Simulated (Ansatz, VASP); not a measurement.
One calculation of TiCo, two programs

```
Ti Co
1.0
     2.98611    0.00000    0.00000
     0.00000    2.98611    0.00000
     0.00000    0.00000    2.98611
Ti Co
1 1
Direct
  0.00000 0.00000 0.00000
  0.50000 0.50000 0.50000
```

Alike in both runs: task electric field gradients; functional r2SCAN; k mesh 11 × 11 × 11; occupations fermi-dirac, width 0.05 eV; collinear spin.

|  | VASP | Ansatz |
| --- | --- | --- |
| version | VASP 6.6.1 | Ansatz 0.2.0 |
| potentials or method | VASP PAW PBE potentials, release 64 (Ti_sv, Co) | plane-wave PAW, scalar-relativistic |
| plane-wave cutoff (eV) | 520 | 500 |
| valence electrons in the cell | 21 | 29 |

Ansatz gave:

```
pressure (GPa)                                                : 0.5
net moment per atom (μB)                                      : 0.46
size of the moment on the site where the two differ most (μB) : 1.41
```

What did VASP give for the same quantities?

Pressure (GPa): 0.7; net moment per atom (μB): 0.46; size of the moment on the site where the two differ most (μB): 1.38.

VASP's potentials were made for PBE, not for r2SCAN. Site moments also hang on the region over which each program counts them. The functional is the same, so the differences come from potentials, cutoffs and numerics. VASP's potentials hold 21 valence electrons a cell and Ansatz's 29, so a difference there can come from the potentials and not from the codes. Ansatz's warnings: stability check not made.
